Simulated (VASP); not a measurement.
# SiC (Moissanite 3C) in VASP: notebook

The runs below take SiC (Moissanite 3C) through single point, with PBE.

Everything below comes from runs of VASP 6.6.1. Logs are shortened: lines on timing, memory, paths and dates and some standing lists are left out, and cuts for length are marked.

### 1 The cell of the first run

Symmetry: F-43m, No. 216, cubic system. Conventional cell: a = 4.387 Å, b = 4.387 Å, c = 4.387 Å, α = 90.00°, β = 90.00°, γ = 90.00°. Within 2.5 Å of Si (site symmetry -43m) lie 4 C at 1.90 Å. C (site symmetry -43m) has 4 Si at 1.90 Å within 2.5 Å.

### 2 Single point, PBE (volume scaled by 1.02, then relaxed in part)

Contents of INCAR:

```
SYSTEM = SiC
PREC = Accurate
ENCUT = 520
EDIFF = 1E-6
ISMEAR = -1
SIGMA = 0.02
LREAL = .False.
LASPH = .True.
NELM = 80
ALGO = Normal
ISIF = 2
LWAVE = .False.
LCHARG = .True.
GGA = PE
LELF = .True.
LVHAR = .True.
NBANDS = 11
```

Contents of KPOINTS:

```
Automatic mesh
0
Gamma
  17 17 17
  0 0 0
```

Contents of POSCAR:

```
SiC
1.0
    0.0000000000      2.1934308841      2.1934308841
    2.1934308841      0.0000000000      2.1934308841
    2.1934308841      2.1934308841      0.0000000000
Si C
1 1
Direct
    0.0000000000      0.0000000000      0.0000000000
    0.2500000000      0.2500000000      0.2500000000
```

Potentials or basis: VASP PAW PBE potentials, release 64 (Si, C).

Command:

```
cat potpaw_PBE.64/Si/POTCAR potpaw_PBE.64/C/POTCAR > POTCAR
mpirun -np 1 vasp_std > vasp.out
```

OUTCAR:

```text
SYSTEM = SiC
   PREC = Accurate
   ENCUT = 520
   EDIFF = 1E-6
   ISMEAR = -1
   LREAL = .False.
   LASPH = .True.
   NELM = 80
   ISIF = 2
   GGA = PE

 ion  position               nearest neighbor table
   1  0.000  0.000  0.000-   2 1.90   2 1.90   2 1.90   2 1.90
   2  0.250  0.250  0.250-   1 1.90   1 1.90   1 1.90   1 1.90

  LATTYP: Found a face centered cubic cell.
 ALAT       =     4.3868617682

  Lattice vectors:

 A1 = (   0.0000000000,   2.1934308841,   2.1934308841)
 A2 = (   2.1934308841,   0.0000000000,   2.1934308841)
 A3 = (   2.1934308841,   2.1934308841,   0.0000000000)

Analysis of symmetry for initial positions (statically):
=====================================================================
 Subroutine PRICEL returns:
 Original cell was already a primitive cell.

 Routine SETGRP: Setting up the symmetry group for a
 face centered cubic supercell.

 Subroutine GETGRP returns: Found 24 space group operations
 (whereof 24 operations were pure point group operations)
 out of a pool of 48 trial point group operations.

The static configuration has the point symmetry T_d .

Analysis of symmetry for dynamics (positions and initial velocities):
=====================================================================
 Subroutine PRICEL returns:
 Original cell was already a primitive cell.

 Routine SETGRP: Setting up the symmetry group for a
 face centered cubic supercell.

 Subroutine GETGRP returns: Found 24 space group operations
 (whereof 24 operations were pure point group operations)
 out of a pool of 48 trial point group operations.

The dynamic configuration has the point symmetry T_d .

 Subroutine INISYM returns: Found 24 space group operations
 (whereof 24 operations are pure point group operations),
 and found     1 'primitive' translations

----------------------------------------------------------------------------------------

                                     Primitive cell

  volume of cell :      21.1058

  direct lattice vectors                    reciprocal lattice vectors
     0.000000000  2.193430884  2.193430884    -0.227953387  0.227953387  0.227953387
     2.193430884  0.000000000  2.193430884     0.227953387 -0.227953387  0.227953387
     2.193430884  2.193430884  0.000000000     0.227953387  0.227953387 -0.227953387

  length of vectors
     3.101979704  3.101979704  3.101979704     0.394826849  0.394826849  0.394826849

  position of ions in fractional coordinates (direct lattice)
     0.000000000  0.000000000  0.000000000
[... 80 lines left out ...]
   EDIFFG = 0.1E-04   stopping-criterion for IOM
   NSW    =      0    number of steps for IOM
   IBRION =     -1    ionic relax: 0-MD 1-quasi-New 2-CG
   NFREE  =      0    steps in history (QN), initial steepest desc. (CG)
   ISIF   =      2    stress and relaxation
   ISYM   =      2    0-nonsym 1-usesym 2-fastsym
   POTIM  = 0.5000    time-step for ionic-motion
   TEBEG  =    0.0;   TEEND  =   0.0 temperature during run
   PSTRESS=    0.0 pullay stress
   NELECT =       8.0000    total number of electrons
   NUPDOWN=      -1.0000    fix difference up-down
   EMIN   =  10.00;   EMAX   =-10.00  energy-range for DOS
   EFERMI =   0.00;   METHOD = LEGACY
   ISMEAR =    -1;   SIGMA  =   0.02  broadening in eV -4-tet -1-fermi 0-gaus
   EFERMI_NEDOS =   21; number of points for ismear=-14 and -15
   IALGO  =     38    algorithm
   IMIX   =      4    mixing-type and parameters
     AMIX     =   0.40;   BMIX     =  1.00
     AMIX_MAG =   1.60;   BMIX_MAG =  1.00
  volume/ion in A,a.u.               =      10.55        71.21
  Fermi-wavevector in a.u.,A,eV,Ry     =   1.184780  2.238909 19.098532  1.403703
  Thomas-Fermi vector in A             =   2.320987
   LORBIT       =      0    0 simple, 1 ext, 2 COOP (PROOUT), +10 PAW based schemes
   GGA     = PE    functional components
   LHFCALC =     F    Hartree Fock is set to
   AEXX    =    0.0000 exact exchange contribution
   IVDW    =     0    specifies the selected vdW correction
   LEPSILON=     F    determine dielectric tensor
   LRPA    =     F    only Hartree local field effects (RPA)
 non-spin polarized calculation
  energy-cutoff  :      520.00
  volume of cell :       21.11
 maximum number of plane-waves:       584
   NGX = 11   NGY = 11   NGZ = 11

 number of electron       8.0000001 magnetization

 Free energy of the ion-electron system (eV)
  ---------------------------------------------------
  ext. energy  EPLUGINS =         0.00000000
  ---------------------------------------------------
  free energy    TOTEN  =       -15.06065172 eV

  energy without entropy =      -15.06065172  energy(sigma->0) =      -15.06065172

 E-fermi :   8.2536     XC(G=0): -11.2700

 val. band max:        7.8861339773   @ k =   0.0000   0.0000   0.0000
 cond. band min:       9.3010350212   @ k =   0.4706   0.4706   0.0000
 fundamental gap:      1.4149010439
 Fermi energy:         8.2536172170

 k-point     1 :       0.0000    0.0000    0.0000
  band No.  band energies     occupation
      1      -7.3625      2.00000
      2       7.8861      2.00000
      3       7.8861      2.00000
      4       7.8861      2.00000
      5      13.8883      0.00000
      6      15.0573      0.00000
      7      15.0573      0.00000
      8      15.0573      0.00000
      9      22.2777      0.00000
     10      22.2777      0.00000
     11      24.0613      0.00000
[... 309 lines left out ...]
 k-point    24 :      -0.1176    0.0588    0.0000
  band No.  band energies     occupation
      1      -6.9428      2.00000
      2       6.1046      2.00000
      3       7.2239      2.00000
      4       7.7914      2.00000
      5      14.3498      0.00000
      6      15.1892      0.00000
      7      15.3344      0.00000
      8      16.1050      0.00000
      9      20.2573      0.00000
     10      21.3516      0.00000
     11      24.3051      0.00000

 [... further k-points ...]
[... 5 lines left out ...]
  --------------------------------------------------------------------------------------
  -------------------------------------------------------------------------------------
  Total       -0.1416750     -0.1416750     -0.1416750     -0.0000000     -0.0000000      0.0000000
  in kB      -10.7547881    -10.7547881    -10.7547881     -0.0000000     -0.0000000      0.0000000
  external PRESSURE =     -10.7547881 kB  Pullay stress =       0.0000000 kB

 VOLUME and BASIS-vectors are now :
 -----------------------------------------------------------------------------
  energy-cutoff  :      520.00
  volume of cell :       21.11
      direct lattice vectors                 reciprocal lattice vectors
     0.000000000  2.193430884  2.193430884    -0.227953387  0.227953387  0.227953387
     2.193430884  0.000000000  2.193430884     0.227953387 -0.227953387  0.227953387
     2.193430884  2.193430884  0.000000000     0.227953387  0.227953387 -0.227953387

 POSITION                                       TOTAL-FORCE (eV/Angst)
 -----------------------------------------------------------------------------------
      0.00000      0.00000      0.00000         0.000000      0.000000      0.000000
      1.09672      1.09672      1.09672        -0.000000     -0.000000     -0.000000
 -----------------------------------------------------------------------------------
    total drift:                                0.000000      0.000000      0.000000

  FREE ENERGIE OF THE ION-ELECTRON SYSTEM (eV)
  ---------------------------------------------------
  free  energy   TOTEN  =       -15.0606517231 eV

  energy  without entropy=      -15.0606517231  energy(sigma->0) =      -15.06065172
```

It took 36 s on 1 thread of Intel Xeon Platinum 8259CL at 2.50GHz (Skylake/Cascade Lake), shared host; peak memory 0.15 GiB.

Results:

| Quantity | Value |
| --- | --- |
| Free energy | -15.0607 eV |
| Pressure | -1.1 GPa |
| Band gap on the k mesh | 1.41 eV, indirect (least direct gap 4.54 eV) |

Levels at points of the mesh, in eV from the valence-band top:
```csv
k point,band 1,band 2,band 3,band 4,band 5,band 6,band 7,band 8,band 9
"(0.00, 0.00, 0.00)",-15.25,0.00,0.00,0.00,6.00,7.17,7.17,7.17,14.39
```

### 3 Single point, PBE (volume scaled by 1.04, then relaxed in part)

Contents of INCAR:

```
SYSTEM = SiC
PREC = Accurate
ENCUT = 520
EDIFF = 1E-6
ISMEAR = -1
SIGMA = 0.02
LREAL = .FALSE.
LASPH = .TRUE.
NELM = 100
ALGO = Normal
ISIF = 2
LWAVE = .FALSE.
LCHARG = .FALSE.
GGA = PE
NBANDS = 11
```

Contents of KPOINTS:

```
regular mesh
0
G
  17 17 17
  0 0 0
```

Contents of POSCAR:

```
SiC
1.0
    0.0000000000      2.2076743409      2.2076743409
    2.2076743409      0.0000000000      2.2076743409
    2.2076743409      2.2076743409      0.0000000000
Si C
1 1
Direct
    0.0000000000      0.0000000000      0.0000000000
    0.2500000000      0.2500000000      0.2500000000
```

Potentials or basis: VASP PAW PBE potentials, release 64 (Si, C).

Command:

```
cat potpaw_PBE.64/Si/POTCAR potpaw_PBE.64/C/POTCAR > POTCAR
mpirun -np 1 vasp_std > vasp.out
```

It took 33 s on 1 thread of Intel Xeon Platinum 8259CL at 2.50GHz (Skylake/Cascade Lake), shared host; peak memory 0.16 GiB.

It converged, with:

| Property | Result |
| --- | --- |
| Free energy | -15.0529 eV |
| Pressure | -5.0 GPa |
| Band gap on the k mesh | 1.43 eV, indirect (least direct gap 4.52 eV) |

Levels at points of the mesh, in eV from the valence-band top:
| k point | band 2 | band 3 | band 4 | band 5 | band 6 | band 7 |
| --- | --- | --- | --- | --- | --- | --- |
| (0.00, 0.00, 0.00) | 0.00 | 0.00 | 0.00 | 5.78 | 7.04 | 7.04 |

[end of part 1 of 2]
